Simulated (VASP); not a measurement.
**MoWSe4: single point with LDA+U**

Slab: MoWSe4, a slab with vacuum.

```
Mo Se W
1.0
     2.87441   -1.65985    0.00000
     2.87441    1.65985    0.00000
    -0.00511    0.00000   22.76679
Mo Se W
1 4 1
Cartesian
  1.9102 0.0000 10.2738
  3.8263 0.0000 11.9264
  1.9198 0.0000 1.7672
  1.9195 0.0000 5.0920
  3.8264 0.0000 8.6191
  3.8364 0.0000 3.4292
```

```json
{
  "Program": "VASP 6.6.1",
  "Task": "single point",
  "Functional": "LDA",
  "Potentials or basis": "VASP PAW LDA potentials, release 64 (Mo_sv, Se, W_sv)",
  "Cutoff": "520 eV",
  "k mesh": "7 × 7 × 1",
  "Occupations": "gaussian, width 0.05 eV",
  "Spin": "collinear spin, zero start",
  "Starting moments": "[0.0, 0.0, 0.0, 0.0, 0.0, 0.0] μB",
  "Hubbard terms": "Mo d U = 4.0 eV, W d U = 4.0 eV"
}
```

The largest force is 0.091 eV/Å, the band gap on the k mesh is 1.40 eV, indirect (least direct gap 1.63 eV) and the net moment is 0.00 μB per cell. The valence electrons inside the program's atomic spheres are Mo 12.33; Se 3.88, 3.91; W 11.90.

Forces in eV/Å, atoms in the order of the input:
```
Mo  -0.002  0.000 -0.017
Se   0.002  0.000 -0.084
Se   0.002  0.000  0.004
Se   0.004  0.000  0.090
Se   0.001  0.000  0.006
W   -0.007  0.000  0.001
```

Levels at points of the mesh, in eV from the valence-band top:
Spin up:
| k point | band 24 | band 25 | band 26 | band 27 | band 28 | band 29 |
| --- | --- | --- | --- | --- | --- | --- |
| (0.00, 0.00, 0.00) | -1.22 | -0.49 | 0.00 | 2.65 | 2.65 | 2.90 |
Spin down:
```csv
k point,band 24,band 25,band 26,band 27,band 28,band 29
"(0.00, 0.00, 0.00)",-1.22,-0.49,0.00,2.65,2.65,2.90
```

Eigenvalues of the final occupation matrices:
| site | spin | trace | eigenvalues |
| --- | --- | --- | --- |
| site 1 d | 1 | 1.96 | 0.38 0.38 0.39 0.39 0.41 |
| site 1 d | 2 | 1.96 | 0.38 0.38 0.39 0.39 0.41 |
| site 6 d | 1 | 1.67 | 0.33 0.33 0.33 0.33 0.36 |
| site 6 d | 2 | 1.67 | 0.33 0.33 0.33 0.33 0.36 |

Wall time 5.6 min on 1 thread of Intel(R) Xeon(R) Platinum 8488C (Sapphire Rapids), with other jobs on the host, peak memory 0.44 GiB.

Caveat: spin-orbit coupling is left out, which moves the levels of the heavy elements.
